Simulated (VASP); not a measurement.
# Ag2I3 (Pm-3m) in VASP: notebook

Ag2I3 is run at these levels: PBE; tasks: single point, relaxation of cell and atoms.

Everything below comes from runs of VASP 6.6.1. Logs are shortened: lines on timing, memory, paths and dates and some standing lists are left out, and cuts for length are marked.

### Step 1. The cell of the first run

Symmetry: Pm-3m, No. 221, cubic system. The conventional cell has a = 5.712 Å, b = 5.712 Å, c = 5.712 Å, α = 90.00°, β = 90.00°, γ = 90.00°. Ag (site symmetry m-3m) has 12 I at 4.04 Å and 8 Ag at 4.95 Å within 5.3 Å. Ag (site symmetry m-3m) has 6 I at 2.86 Å within 3.8 Å. I (site symmetry 4/mmm) has 2 Ag at 2.86 Å within 3.8 Å.

### Step 2. Single point, PBE

Contents of INCAR:

```
SYSTEM = Ag2I3
PREC     = Accurate       ! precision mode
ENCUT    = 520            ! plane-wave cutoff, eV
EDIFF    = 1E-6           ! SCF threshold, eV
ISMEAR   = 0              ! smearing method
SIGMA    = 0.1            ! smearing width, eV
LREAL    = .FALSE.        ! projectors in reciprocal space
LASPH    = .TRUE.         ! aspherical terms in the spheres
NELM     = 100            ! most SCF steps
ALGO     = Normal         ! electronic algorithm
ISIF     = 2              ! what is computed and relaxed
LWAVE    = .FALSE.        ! write WAVECAR
LCHARG   = .FALSE.        ! write CHGCAR
GGA      = PE             ! functional
NBANDS   = 30             ! bands
```

Contents of KPOINTS:

```
regular mesh
0
G
  8 8 8
  0 0 0
```

Contents of POSCAR:

```
Ag2I3
1.0
    5.7124349366      0.0000000000      0.0000000000
    0.0000000000      5.7124349366      0.0000000000
    0.0000000000      0.0000000000      5.7124349366
Ag I
2 3
Direct
    0.0000000000      0.0000000000      0.0000000000
    0.5000000000      0.5000000000      0.5000000000
    0.0000000000      0.5000000000      0.5000000000
    0.5000000000      0.0000000000      0.5000000000
    0.5000000000      0.5000000000      0.0000000000
```

Potentials or basis: VASP PAW PBE potentials, release 64 (Ag, I).

Launch:

```bash
$ cat potpaw_PBE.64/Ag/POTCAR potpaw_PBE.64/I/POTCAR > POTCAR
$ mpirun -np 1 vasp_std > vasp.out
```

OUTCAR:

```text
SYSTEM = Ag2I3
   PREC = Accurate
   ENCUT = 520
   EDIFF = 1E-6
   ISMEAR = 0
   LREAL = .FALSE.
   LASPH = .TRUE.
   NELM = 100
   ISIF = 2
   GGA = PE

 ion  position               nearest neighbor table
   1  0.000  0.000  0.000-
   2  0.500  0.500  0.500-   3 2.86   4 2.86   5 2.86   5 2.86   4 2.86   3 2.86
   3  0.000  0.500  0.500-   2 2.86   2 2.86
   4  0.500  0.000  0.500-   2 2.86   2 2.86
   5  0.500  0.500  0.000-   2 2.86   2 2.86

  LATTYP: Found a simple cubic cell.
 ALAT       =     5.7124349366

  Lattice vectors:

 A1 = (   5.7124349366,   0.0000000000,   0.0000000000)
 A2 = (   0.0000000000,   5.7124349366,   0.0000000000)
 A3 = (   0.0000000000,   0.0000000000,   5.7124349366)

Analysis of symmetry for initial positions (statically):
=====================================================================
 Subroutine PRICEL returns:
 Original cell was already a primitive cell.

 Routine SETGRP: Setting up the symmetry group for a
 simple cubic supercell.

 Subroutine GETGRP returns: Found 48 space group operations
 (whereof 48 operations were pure point group operations)
 out of a pool of 48 trial point group operations.

The static configuration has the point symmetry O_h .

Analysis of symmetry for dynamics (positions and initial velocities):
=====================================================================
 Subroutine PRICEL returns:
 Original cell was already a primitive cell.

 Routine SETGRP: Setting up the symmetry group for a
 simple cubic supercell.

 Subroutine GETGRP returns: Found 48 space group operations
 (whereof 48 operations were pure point group operations)
 out of a pool of 48 trial point group operations.

The dynamic configuration has the point symmetry O_h .

 Subroutine INISYM returns: Found 48 space group operations
 (whereof 48 operations are pure point group operations),
 and found     1 'primitive' translations

----------------------------------------------------------------------------------------

                                     Primitive cell

  volume of cell :     186.4077

  direct lattice vectors                    reciprocal lattice vectors
     5.712434937  0.000000000  0.000000000     0.175056698  0.000000000  0.000000000
     0.000000000  5.712434937  0.000000000     0.000000000  0.175056698  0.000000000
     0.000000000  0.000000000  5.712434937     0.000000000  0.000000000  0.175056698

  length of vectors
     5.712434937  5.712434937  5.712434937     0.175056698  0.175056698  0.175056698

  position of ions in fractional coordinates (direct lattice)
     0.000000000  0.000000000  0.000000000
     0.500000000  0.500000000  0.500000000
     0.000000000  0.500000000  0.500000000
     0.500000000  0.000000000  0.500000000
     0.500000000  0.500000000  0.000000000

  ion indices of the primitive-cell ions
   primitive index   ion index
                 1           1
                 2           2
                 3           3
                 4           4
                 5           5

----------------------------------------------------------------------------------------

 KPOINTS: regular mesh

Automatic generation of k-mesh.
 Grid dimensions read from file:
 generate k-points for:    8    8    8

 Generating k-lattice:

  Cartesian coordinates                     Fractional coordinates (reciprocal lattice)
     0.021882087  0.000000000  0.000000000     0.125000000  0.000000000  0.000000000
     0.000000000  0.021882087  0.000000000     0.000000000  0.125000000  0.000000000
     0.000000000  0.000000000  0.021882087     0.000000000  0.000000000  0.125000000

  Length of vectors
     0.021882087  0.021882087  0.021882087

  Shift w.r.t. Gamma in fractional coordinates (k-lattice)
     0.000000000  0.000000000  0.000000000

 Subroutine IBZKPT returns following result:
 ===========================================

 Found     35 irreducible k-points:

 Following reciprocal coordinates:
            Coordinates               Weight
  0.000000  0.000000  0.000000      1.000000
  0.125000  0.000000  0.000000      6.000000
  0.250000  0.000000  0.000000      6.000000
  0.375000  0.000000  0.000000      6.000000
  0.500000  0.000000  0.000000      3.000000
  0.125000  0.125000  0.000000     12.000000
[... 16 lines left out ...]
  0.375000  0.375000  0.125000     24.000000
  0.500000  0.375000  0.125000     24.000000
 [... further k-points ...]
   k-points           NKPTS =     35   k-points in BZ     NKDIM =     35   number of bands    NBANDS=     30
   number of dos      NEDOS =    301   number of ions     NIONS =      5
   total plane-waves  NPLWV =  74088
   dimension x,y,z NGX =    42 NGY =   42 NGZ =   42
   dimension x,y,z NGXF=    84 NGYF=   84 NGZF=   84
   ions per type =               2   3
   NGX,Y,Z   is equivalent  to a cutoff of  12.22, 12.22, 12.22 a.u.
   NGXF,Y,Z  is equivalent  to a cutoff of  24.45, 24.45, 24.45 a.u.
 SYSTEM =  Ag2I3
   PREC   = accura    normal or accurate (medium, high low for compatibility)
   ISTART =      0    job   : 0-new  1-cont  2-samecut
   ICHARG =      2    charge: 1-file 2-atom 10-const
   ISPIN  =      1    spin polarized calculation?
   LNONCOLLINEAR =      F non collinear calculations
   LSORBIT =      F    spin-orbit coupling
   LASPH  =      T    aspherical Exc in radial PAW
   ENCUT  =  520.0 eV  38.22 Ry    6.18 a.u.  10.62 10.62 10.62*2*pi/ulx,y,z
   NELM   =    100;   NELMIN=  2; NELMDL= -5     # of ELM steps
   EDIFF  = 0.1E-05   stopping-criterion for ELM
   LREAL  =      F    real-space projection
   EDIFFG = 0.1E-04   stopping-criterion for IOM
   NSW    =      0    number of steps for IOM
   IBRION =     -1    ionic relax: 0-MD 1-quasi-New 2-CG
   NFREE  =      0    steps in history (QN), initial steepest desc. (CG)
   ISIF   =      2    stress and relaxation
   ISYM   =      2    0-nonsym 1-usesym 2-fastsym
   POTIM  = 0.5000    time-step for ionic-motion
   TEBEG  =    0.0;   TEEND  =   0.0 temperature during run
   PSTRESS=    0.0 pullay stress
   NELECT =      43.0000    total number of electrons
   NUPDOWN=      -1.0000    fix difference up-down
   EMIN   =  10.00;   EMAX   =-10.00  energy-range for DOS
   EFERMI =   0.00;   METHOD = LEGACY
   ISMEAR =     0;   SIGMA  =   0.10  broadening in eV -4-tet -1-fermi 0-gaus
   EFERMI_NEDOS =   21; number of points for ismear=-14 and -15
   IALGO  =     38    algorithm
   IMIX   =      4    mixing-type and parameters
     AMIX     =   0.40;   BMIX     =  1.00
     AMIX_MAG =   1.60;   BMIX_MAG =  1.00
  volume/ion in A,a.u.               =      37.28       251.59
  Fermi-wavevector in a.u.,A,eV,Ry     =   1.004022  1.897326 13.715480  1.008059
  Thomas-Fermi vector in A             =   2.136611
   LORBIT       =      0    0 simple, 1 ext, 2 COOP (PROOUT), +10 PAW based schemes
   GGA     = PE    functional components
   LHFCALC =     F    Hartree Fock is set to
   AEXX    =    0.0000 exact exchange contribution
   IVDW    =     0    specifies the selected vdW correction
   LEPSILON=     F    determine dielectric tensor
   LRPA    =     F    only Hartree local field effects (RPA)
 non-spin polarized calculation
 Gauss-broadening in eV      SIGMA  =   0.10
  energy-cutoff  :      520.00
  volume of cell :      186.41
 maximum number of plane-waves:      5056
   NGX = 21   NGY = 21   NGZ = 21

 number of electron      42.9999998 magnetization

 Free energy of the ion-electron system (eV)
  ---------------------------------------------------
  ext. energy  EPLUGINS =         0.00000000
  ---------------------------------------------------
  free energy    TOTEN  =        -8.96197414 eV

  energy without entropy =       -8.94555230  energy(sigma->0) =       -8.95376322

 E-fermi :   2.6029     XC(G=0):  -8.3320

 val. band max:        2.5815844502   @ k =   0.5000   0.2500   0.0000
 cond. band min:       2.6375652985   @ k =   0.3750   0.2500   0.2500
 fundamental gap:      0.0559808483
 Fermi energy:         2.6028716365

 k-point     1 :       0.0000    0.0000    0.0000
  band No.  band energies     occupation
      1      -9.7407      2.00000
      2      -8.9258      2.00000
      3      -8.9258      2.00000
      4      -1.2883      2.00000
      5      -1.2883      2.00000
      6      -1.2883      2.00000
[... 22 lines left out ...]
     29       9.0771      0.00000
     30       9.1812      0.00000

 k-point     2 :       0.1250    0.0000    0.0000
  band No.  band energies     occupation
      1      -9.7126      2.00000
      2      -8.9447      2.00000
      3      -8.9247      2.00000
      4      -1.4725      2.00000
      5      -1.3156      2.00000
      6      -1.3156      2.00000
[... 22 lines left out ...]
     29       9.2273      0.00000
     30       9.2375      0.00000

 k-point     3 :       0.2500    0.0000    0.0000
  band No.  band energies     occupation
      1      -9.6365      2.00000
      2      -8.9983      2.00000
      3      -8.9219      2.00000
      4      -1.9431      2.00000
      5      -1.3718      2.00000
      6      -1.3718      2.00000
[... 22 lines left out ...]
     29       9.3590      0.00000
     30       9.6815      0.00000

 k-point     4 :       0.3750    0.0000    0.0000
  band No.  band energies     occupation
      1      -9.5407      2.00000
      2      -9.0716      2.00000
      3      -8.9192      2.00000
      4      -2.2657      2.00000
      5      -1.4187      2.00000
      6      -1.4187      2.00000
[... 616 lines left out ...]
     29      10.1336      0.00000
     30      10.1453      0.00000

 k-point    23 :       0.3750    0.3750    0.1250
  band No.  band energies     occupation
      1      -9.3237      2.00000
      2      -9.0722      2.00000
      3      -9.0279      2.00000
      4      -2.2810      2.00000
      5      -2.2439      2.00000
      6      -1.6352      2.00000
[... 22 lines left out ...]
     29       9.5179      0.00000
     30      10.2344      0.00000

 k-point    24 :       0.5000    0.3750    0.1250
  band No.  band energies     occupation
      1      -9.2671      2.00000
      2      -9.0986      2.00000
      3      -9.0419      2.00000
      4      -2.4026      2.00000
      5      -2.2533      2.00000
      6      -1.6698      2.00000
[... 22 lines left out ...]
     29       9.4012      0.00000
     30      10.2192      0.00000

 [... further k-points ...]

------------------------ aborting loop because EDIFF is reached ----------------------------------------

  FORCE on cell =-STRESS in cart. coord.  units (eV):
  Direction    XX          YY          ZZ          XY          YZ          ZX
  --------------------------------------------------------------------------------------
  -------------------------------------------------------------------------------------
  Total       -0.0485966     -0.0485966     -0.0485966     -0.0000000      0.0000000     -0.0000000
  in kB       -0.4176889     -0.4176889     -0.4176889     -0.0000000      0.0000000     -0.0000000
  external PRESSURE =      -0.4176889 kB  Pullay stress =       0.0000000 kB

 VOLUME and BASIS-vectors are now :
 -----------------------------------------------------------------------------
  energy-cutoff  :      520.00
  volume of cell :      186.41
      direct lattice vectors                 reciprocal lattice vectors
     5.712434937  0.000000000  0.000000000     0.175056698  0.000000000  0.000000000
     0.000000000  5.712434937  0.000000000     0.000000000  0.175056698  0.000000000
     0.000000000  0.000000000  5.712434937     0.000000000  0.000000000  0.175056698

 POSITION                                       TOTAL-FORCE (eV/Angst)
 -----------------------------------------------------------------------------------
      0.00000      0.00000      0.00000         0.000000      0.000000      0.000000
      2.85622      2.85622      2.85622         0.000000      0.000000      0.000000
      0.00000      2.85622      2.85622         0.000000      0.000000      0.000000
      2.85622      0.00000      2.85622         0.000000      0.000000      0.000000
      2.85622      2.85622      0.00000         0.000000      0.000000      0.000000
 -----------------------------------------------------------------------------------
    total drift:                                0.000000     -0.000000     -0.000000

  FREE ENERGIE OF THE ION-ELECTRON SYSTEM (eV)
  ---------------------------------------------------
  free  energy   TOTEN  =        -8.9619741448 eV

  energy  without entropy=       -8.9455523045  energy(sigma->0) =       -8.95376322
```

Wall time 1.8 min (1 thread of Intel Xeon 6975P-C (Granite Rapids), shared host); peak memory 0.36 GiB.

Results:

```yaml
Free_energy: -8.9620 eV
Pressure: 0.0 GPa
```

Caveat: spin-orbit coupling is left out, which moves the levels of the heavy elements; an odd number of electrons without spin polarisation forces a metal; a magnetic or distorted state may lie lower.

(Part 1 of 2 ends here.)
